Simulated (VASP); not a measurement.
# BP (F-43m) in VASP: a series of runs

BP is run at these levels: PBE; tasks: single point.

Everything below comes from runs of VASP 6.6.1. Logs are shortened: lines on timing, memory, paths and dates and some standing lists are left out, and cuts for length are marked.

### Step 1. The cell of the first run

It takes space group F-43m (No. 216, cubic). The conventional cell has a = 4.568 Å, b = 4.568 Å, c = 4.568 Å, α = 90.00°, β = 90.00°, γ = 90.00°. Within 2.6 Å of B (site symmetry -43m) lie 4 P at 1.98 Å. Within 2.6 Å of P (site symmetry -43m) lie 4 B at 1.98 Å.

### Step 2. Single point, PBE

File INCAR:

```
PREC = Accurate
ENCUT = 520
EDIFF = 1E-7
ISMEAR = 0
SIGMA = 0.01
LREAL = False
LASPH = True
NELM = 60
ALGO = Normal
ISIF = 2
LWAVE = False
LCHARG = True
GGA = PE
LELF = True
LVHAR = True
NBANDS = 11
```

File KPOINTS:

```
Automatic mesh
0
Gamma
  8 8 8
```

File POSCAR:

```
BP
1.0
    0.0000000000      2.2840269280      2.2840269280
    2.2840269280      0.0000000000      2.2840269280
    2.2840269280      2.2840269280      0.0000000000
B P
1 1
Direct
    0.0000000000      0.0000000000      0.0000000000
    0.2500000000      0.2500000000      0.2500000000
```

Potentials or basis: VASP PAW PBE potentials, release 64 (B, P).

On the command line:

```sh
$ cat potpaw_PBE.64/B/POTCAR potpaw_PBE.64/P/POTCAR > POTCAR
$ mpirun -np 1 vasp_std > vasp.out
```

OUTCAR:

```text
PREC = Accurate
   ENCUT = 520
   EDIFF = 1E-7
   ISMEAR = 0
   LREAL = False
   LASPH = True
   NELM = 60
   ISIF = 2
   GGA = PE

 ion  position               nearest neighbor table
   1  0.000  0.000  0.000-   2 1.98   2 1.98   2 1.98   2 1.98
   2  0.250  0.250  0.250-   1 1.98   1 1.98   1 1.98   1 1.98

  LATTYP: Found a face centered cubic cell.
 ALAT       =     4.5680538560

  Lattice vectors:

 A1 = (   0.0000000000,   2.2840269280,   2.2840269280)
 A2 = (   2.2840269280,   0.0000000000,   2.2840269280)
 A3 = (   2.2840269280,   2.2840269280,   0.0000000000)

Analysis of symmetry for initial positions (statically):
=====================================================================
 Subroutine PRICEL returns:
 Original cell was already a primitive cell.

 Routine SETGRP: Setting up the symmetry group for a
 face centered cubic supercell.

 Subroutine GETGRP returns: Found 24 space group operations
 (whereof 24 operations were pure point group operations)
 out of a pool of 48 trial point group operations.

The static configuration has the point symmetry T_d .

Analysis of symmetry for dynamics (positions and initial velocities):
=====================================================================
 Subroutine PRICEL returns:
 Original cell was already a primitive cell.

 Routine SETGRP: Setting up the symmetry group for a
 face centered cubic supercell.

 Subroutine GETGRP returns: Found 24 space group operations
 (whereof 24 operations were pure point group operations)
 out of a pool of 48 trial point group operations.

The dynamic configuration has the point symmetry T_d .

 Subroutine INISYM returns: Found 24 space group operations
 (whereof 24 operations are pure point group operations),
 and found     1 'primitive' translations

----------------------------------------------------------------------------------------

                                     Primitive cell

  volume of cell :      23.8305

  direct lattice vectors                    reciprocal lattice vectors
     0.000000000  2.284026928  2.284026928    -0.218911605  0.218911605  0.218911605
     2.284026928  0.000000000  2.284026928     0.218911605 -0.218911605  0.218911605
     2.284026928  2.284026928  0.000000000     0.218911605  0.218911605 -0.218911605

  length of vectors
     3.230101858  3.230101858  3.230101858     0.379166022  0.379166022  0.379166022

  position of ions in fractional coordinates (direct lattice)
     0.000000000  0.000000000  0.000000000
     0.250000000  0.250000000  0.250000000

  ion indices of the primitive-cell ions
   primitive index   ion index
                 1           1
                 2           2

----------------------------------------------------------------------------------------

 KPOINTS: Automatic mesh

Automatic generation of k-mesh.
 Grid dimensions read from file:
 generate k-points for:    8    8    8

 Generating k-lattice:

  Cartesian coordinates                     Fractional coordinates (reciprocal lattice)
    -0.027363951  0.027363951  0.027363951     0.125000000  0.000000000  0.000000000
     0.027363951 -0.027363951  0.027363951     0.000000000  0.125000000  0.000000000
     0.027363951  0.027363951 -0.027363951     0.000000000  0.000000000  0.125000000

  Length of vectors
     0.047395753  0.047395753  0.047395753

  Shift w.r.t. Gamma in fractional coordinates (k-lattice)
     0.000000000  0.000000000  0.000000000

 Subroutine IBZKPT returns following result:
 ===========================================

 Found     29 irreducible k-points:

 Following reciprocal coordinates:
            Coordinates               Weight
  0.000000  0.000000  0.000000      1.000000
  0.125000  0.000000  0.000000      8.000000
  0.250000  0.000000  0.000000      8.000000
  0.375000  0.000000  0.000000      8.000000
  0.500000  0.000000  0.000000      4.000000
  0.125000  0.125000  0.000000      6.000000
[... 16 lines left out ...]
  0.500000  0.250000  0.125000     48.000000
 -0.375000  0.250000  0.125000     24.000000
 [... further k-points ...]
   k-points           NKPTS =     29   k-points in BZ     NKDIM =     29   number of bands    NBANDS=     11
   number of dos      NEDOS =    301   number of ions     NIONS =      2
   total plane-waves  NPLWV =  13824
   dimension x,y,z NGX =    24 NGY =   24 NGZ =   24
   dimension x,y,z NGXF=    48 NGYF=   48 NGZF=   48
   ions per type =               1   1
   NGX,Y,Z   is equivalent  to a cutoff of  12.35, 12.35, 12.35 a.u.
   NGXF,Y,Z  is equivalent  to a cutoff of  24.70, 24.70, 24.70 a.u.
 SYSTEM =  unknown system
   PREC   = accura    normal or accurate (medium, high low for compatibility)
   ISTART =      0    job   : 0-new  1-cont  2-samecut
   ICHARG =      2    charge: 1-file 2-atom 10-const
   ISPIN  =      1    spin polarized calculation?
   LNONCOLLINEAR =      F non collinear calculations
   LSORBIT =      F    spin-orbit coupling
   LASPH  =      T    aspherical Exc in radial PAW
   ENCUT  =  520.0 eV  38.22 Ry    6.18 a.u.   6.01  6.01  6.01*2*pi/ulx,y,z
   NELM   =     60;   NELMIN=  2; NELMDL= -5     # of ELM steps
   EDIFF  = 0.1E-06   stopping-criterion for ELM
   LREAL  =      F    real-space projection
   EDIFFG = 0.1E-05   stopping-criterion for IOM
   NSW    =      0    number of steps for IOM
   IBRION =     -1    ionic relax: 0-MD 1-quasi-New 2-CG
   NFREE  =      0    steps in history (QN), initial steepest desc. (CG)
   ISIF   =      2    stress and relaxation
   ISYM   =      2    0-nonsym 1-usesym 2-fastsym
   POTIM  = 0.5000    time-step for ionic-motion
   TEBEG  =    0.0;   TEEND  =   0.0 temperature during run
   PSTRESS=    0.0 pullay stress
   NELECT =       8.0000    total number of electrons
   NUPDOWN=      -1.0000    fix difference up-down
   EMIN   =  10.00;   EMAX   =-10.00  energy-range for DOS
   EFERMI =   0.00;   METHOD = LEGACY
   ISMEAR =     0;   SIGMA  =   0.01  broadening in eV -4-tet -1-fermi 0-gaus
   EFERMI_NEDOS =   21; number of points for ismear=-14 and -15
   IALGO  =     38    algorithm
   IMIX   =      4    mixing-type and parameters
     AMIX     =   0.40;   BMIX     =  1.00
     AMIX_MAG =   1.60;   BMIX_MAG =  1.00
  volume/ion in A,a.u.               =      11.92        80.41
  Fermi-wavevector in a.u.,A,eV,Ry     =   1.137785  2.150102 17.613492  1.294555
  Thomas-Fermi vector in A             =   2.274490
   LORBIT       =      0    0 simple, 1 ext, 2 COOP (PROOUT), +10 PAW based schemes
   GGA     = PE    functional components
   LHFCALC =     F    Hartree Fock is set to
   AEXX    =    0.0000 exact exchange contribution
   IVDW    =     0    specifies the selected vdW correction
   LEPSILON=     F    determine dielectric tensor
   LRPA    =     F    only Hartree local field effects (RPA)
 non-spin polarized calculation
 Gauss-broadening in eV      SIGMA  =   0.01
  energy-cutoff  :      520.00
  volume of cell :       23.83
 maximum number of plane-waves:       660
   NGX = 13   NGY = 13   NGZ = 13

 number of electron       7.9999999 magnetization

 Free energy of the ion-electron system (eV)
  ---------------------------------------------------
  ext. energy  EPLUGINS =         0.00000000
  ---------------------------------------------------
  free energy    TOTEN  =       -12.92681117 eV

  energy without entropy =      -12.92681117  energy(sigma->0) =      -12.92681117

 E-fermi :   7.3089     XC(G=0): -10.8217

 val. band max:        7.2009277678   @ k =   0.0000   0.0000   0.0000
 cond. band min:       8.4942417296   @ k =   0.3750   0.3750   0.0000
 fundamental gap:      1.2933139618
 Fermi energy:         7.3088686403

 k-point     1 :       0.0000    0.0000    0.0000
  band No.  band energies     occupation
      1      -8.0841      2.00000
      2       7.2009      2.00000
      3       7.2009      2.00000
      4       7.2009      2.00000
      5      10.5728      0.00000
      6      10.5728      0.00000
      7      10.5728      0.00000
      8      14.2756      0.00000
      9      18.5819      0.00000
     10      19.2733      0.00000
     11      19.2733      0.00000

 k-point     2 :       0.1250    0.0000    0.0000
  band No.  band energies     occupation
      1      -7.8076      2.00000
      2       5.3665      2.00000
      3       6.7801      2.00000
      4       6.7801      2.00000
      5      11.0778      0.00000
      6      11.1549      0.00000
      7      11.1549      0.00000
      8      15.0952      0.00000
      9      18.3825      0.00000
     10      18.3825      0.00000
     11      19.4015      0.00000

 k-point     3 :       0.2500    0.0000    0.0000
  band No.  band energies     occupation
      1      -6.9974      2.00000
      2       2.4145      2.00000
      3       6.1008      2.00000
      4       6.1008      2.00000
      5      11.1067      0.00000
      6      11.9230      0.00000
      7      11.9230      0.00000
      8      16.6256      0.00000
      9      18.1213      0.00000
     10      18.1213      0.00000
     11      20.0887      0.00000

 k-point     4 :       0.3750    0.0000    0.0000
  band No.  band energies     occupation
      1      -5.7619      2.00000
      2      -0.2660      2.00000
      3       5.6293      2.00000
      4       5.6293      2.00000
      5      10.9383      0.00000
      6      11.9985      0.00000
      7      11.9985      0.00000
      8      17.2725      0.00000
      9      19.7375      0.00000
     10      19.7375      0.00000
     11      20.8249      0.00000
[... 239 lines left out ...]
 k-point    22 :       0.3750    0.2500    0.1250
  band No.  band energies     occupation
      1      -6.2868      2.00000
      2       2.3052      2.00000
      3       3.4761      2.00000
      4       5.2521      2.00000
      5      10.6432      0.00000
      6      13.1419      0.00000
      7      13.3509      0.00000
      8      14.6236      0.00000
      9      18.6625      0.00000
     10      20.9561      0.00000
     11      22.5757      0.00000

 k-point    23 :       0.5000    0.2500    0.1250
  band No.  band energies     occupation
      1      -5.0827      2.00000
      2       0.1855      2.00000
      3       2.8209      2.00000
      4       4.5019      2.00000
      5      11.2935      0.00000
      6      12.6125      0.00000
      7      14.4333      0.00000
      8      15.4396      0.00000
      9      19.4799      0.00000
     10      20.4754      0.00000
     11      24.0730      0.00000

 k-point    24 :      -0.3750    0.2500    0.1250
  band No.  band energies     occupation
      1      -4.1898      2.00000
      2      -1.1247      2.00000
      3       2.7363      2.00000
      4       4.1434      2.00000
      5      11.3899      0.00000
      6      12.3316      0.00000
      7      15.3830      0.00000
      8      16.8660      0.00000
      9      17.5699      0.00000
     10      21.4875      0.00000
     11      23.8986      0.00000

 [... further k-points ...]
[... 5 lines left out ...]
  --------------------------------------------------------------------------------------
  -------------------------------------------------------------------------------------
  Total       -0.3334275     -0.3334275     -0.3334275     -0.0000000     -0.0000000      0.0000000
  in kB      -22.4170460    -22.4170460    -22.4170460     -0.0000000     -0.0000000      0.0000000
  external PRESSURE =     -22.4170460 kB  Pullay stress =       0.0000000 kB

 VOLUME and BASIS-vectors are now :
 -----------------------------------------------------------------------------
  energy-cutoff  :      520.00
  volume of cell :       23.83
      direct lattice vectors                 reciprocal lattice vectors
     0.000000000  2.284026928  2.284026928    -0.218911605  0.218911605  0.218911605
     2.284026928  0.000000000  2.284026928     0.218911605 -0.218911605  0.218911605
     2.284026928  2.284026928  0.000000000     0.218911605  0.218911605 -0.218911605

 POSITION                                       TOTAL-FORCE (eV/Angst)
 -----------------------------------------------------------------------------------
      0.00000      0.00000      0.00000        -0.000000      0.000000     -0.000000
      1.14201      1.14201      1.14201         0.000000     -0.000000      0.000000
 -----------------------------------------------------------------------------------
    total drift:                                0.000000      0.000000      0.000000

  FREE ENERGIE OF THE ION-ELECTRON SYSTEM (eV)
  ---------------------------------------------------
  free  energy   TOTEN  =       -12.9268111738 eV

  energy  without entropy=      -12.9268111738  energy(sigma->0) =      -12.92681117
```

Wall time 13 s (1 thread of Intel Xeon 8259CL, shared host); peak memory 0.13 GiB.

Results:

| Property | Result |
| --- | --- |
| Free energy | -12.9268 eV |
| Pressure | -2.2 GPa |
| Band gap on the k mesh | 1.29 eV, indirect (least direct gap 3.37 eV) |

A k mesh can miss the band edges.

### Step 3. Single point, PBE

This run uses another cell than the first one, of 12.15 Å³/atom, 1.020 times its volume.

File INCAR:

```
  ALGO = Normal
  EDIFF = 1E-7
  ENCUT = 520
  GGA = PE
  ISIF = 2
  ISMEAR = 0
  LASPH = T
  LCHARG = F
  LREAL = F
  LWAVE = F
  NBANDS = 11
  NELM = 80
  PREC = Accurate
  SIGMA = 0.01
```

File KPOINTS:

```
k-points
0
Gamma
  8 8 8
```

File POSCAR:

```
BP
1.0
    0.0000000000      2.2988586873      2.2988586873
    2.2988586873      0.0000000000      2.2988586873
    2.2988586873      2.2988586873      0.0000000000
B P
1 1
Direct
    0.0000000000      0.0000000000      0.0000000000
    0.2500000000      0.2500000000      0.2500000000
```

Potentials or basis: VASP PAW PBE potentials, release 64 (B, P).

On the command line:

```sh
$ cat potpaw_PBE.64/B/POTCAR potpaw_PBE.64/P/POTCAR > POTCAR
$ mpirun -np 1 vasp_std > vasp.out
```

Run time: 12 s. Hardware: 1 thread of Intel Xeon 8259CL, shared host; peak memory 0.13 GiB.

The run converged. Its results:

| Quantity | Value |
| --- | --- |
| Free energy | -12.9162 eV |
| Pressure | -5.1 GPa |
| Band gap on the k mesh | 1.32 eV, indirect (least direct gap 3.35 eV) |

Levels at points of the mesh, in eV from the valence-band top:
```tsv
k point	band 1	band 2	band 3	band 4	band 5	band 6	band 7	band 8
(0.00, 0.00, 0.00)	-15.11	0.00	0.00	0.00	3.35	3.35	3.35	6.78
(0.50, 0.00, 0.00)	-11.94	-8.76	-1.71	-1.71	3.55	4.69	4.69	9.99
(0.50, 0.50, 0.00)	-10.47	-8.38	-3.97	-3.97	1.41	1.70	11.76	11.76
```

### Step 4. Single point, PBE

This run uses another cell than the first one, of 12.38 Å³/atom, 1.039 times its volume.

File INCAR:

```
SYSTEM = BP
ALGO = Normal ; EDIFF = 1E-6
ENCUT = 520 ; GGA = PE
ISIF = 2 ; ISMEAR = 0
LASPH = .True. ; LCHARG = .False.
LREAL = .False. ; LWAVE = .False.
NBANDS = 11 ; NELM = 100
PREC = Accurate ; SIGMA = 0.01
```

File KPOINTS:

```
k-points
0
Gamma
  8 8 8
  0 0 0
```

File POSCAR:

```
BP
1.0
    0.0000000000      2.3135014941      2.3135014941
    2.3135014941      0.0000000000      2.3135014941
    2.3135014941      2.3135014941      0.0000000000
B P
1 1
Direct
    0.0000000000      0.0000000000      0.0000000000
    0.2500000000      0.2500000000      0.2500000000
```

On the command line:

```sh
$ cat potpaw_PBE.64/B/POTCAR potpaw_PBE.64/P/POTCAR > POTCAR
$ mpirun -np 1 vasp_std > vasp.out
```

It took 12 s on 1 thread of Intel Xeon 8259CL, shared host; peak memory 0.13 GiB.

Results (log left out):

* Free energy: -12.8977 eV
* Pressure: -7.7 GPa
* Band gap on the k mesh: 1.34 eV, indirect (least direct gap 3.32 eV)

Levels at points of the mesh, in eV from the valence-band top:
| k point | band 1 | band 2 | band 3 | band 4 | band 5 | band 6 | band 7 | band 8 | band 9 |
| --- | --- | --- | --- | --- | --- | --- | --- | --- | --- |
| (0.00, 0.00, 0.00) | -14.95 | 0.00 | 0.00 | 0.00 | 3.32 | 3.32 | 3.32 | 6.50 | 11.13 |
| (0.50, 0.00, 0.00) | -11.84 | -8.62 | -1.68 | -1.68 | 3.44 | 4.67 | 4.67 | 9.92 | 14.26 |
| (0.50, 0.50, 0.00) | -10.40 | -8.29 | -3.91 | -3.91 | 1.44 | 1.71 | 11.58 | 11.58 | 14.55 |

### Step 5. Overview

| cell | gap on the mesh (eV) | pressure (GPa) |
| --- | --- | --- |
| a = 3.230 Å, angles 60.0°, 2 atoms | 1.29 | -2.2 |
| a = 3.251 Å, angles 60.0°, 2 atoms | 1.32 | -5.1 |
| a = 3.272 Å, angles 60.0°, 2 atoms | 1.34 | -7.7 |

Alike in all rows: task single point; level PBE; potentials or basis VASP PAW PBE potentials, release 64 (B, P); no spin polarisation; k mesh 8 × 8 × 8; cutoff (eV) 520; smearing gaussian 0.01 eV.

Absolute energies hang on the potentials; compare differences alone.
